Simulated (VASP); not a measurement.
As: single point with PBE

As:

```
As
1.0
     0.00000    3.90351    3.90351
     3.90351    0.00000    3.90351
     3.90351    3.90351    0.00000
As
4
Cartesian
  4.8794 4.8794 4.8794
  2.9276 2.9276 4.8794
  2.9276 4.8794 2.9276
  4.8794 2.9276 2.9276
```

The cell was generated, and may not be a known phase.

- Program: VASP 6.6.1
- Task: single point
- Functional: PBE
- Potentials or basis: VASP PAW PBE potentials, release 64 (As)
- Cutoff: 520 eV
- k mesh: 4 × 4 × 4
- Occupations: gaussian, width 0.1 eV
- Spin: no spin polarisation

```
Pressure               : 0.4 GPa
Band gap on the k mesh : zero (bands 10 and 11 overlap by 0.13 eV)
```

Levels at points of the mesh, in eV from the Fermi level:
| k point | band 6 | band 7 | band 8 | band 9 | band 10 | band 11 | band 12 | band 13 | band 14 | band 15 |
| --- | --- | --- | --- | --- | --- | --- | --- | --- | --- | --- |
| (0.00, 0.00, 0.00) | -3.68 | -3.68 | -3.68 | -1.77 | -1.77 | 2.64 | 4.81 | 4.81 | 4.81 | 5.48 |
| (0.50, 0.00, 0.00) | -3.03 | -3.03 | -0.25 | -0.20 | 0.04 | 0.04 | 0.21 | 0.21 | 4.05 | 4.90 |
| (0.50, 0.50, 0.00) | -3.99 | -0.15 | -0.15 | -0.13 | -0.13 | -0.09 | -0.09 | 0.43 | 0.43 | 5.81 |

Run time: 24 s on 1 thread of Intel Xeon 8259CL, on a shared host, peak memory 0.2 GiB.
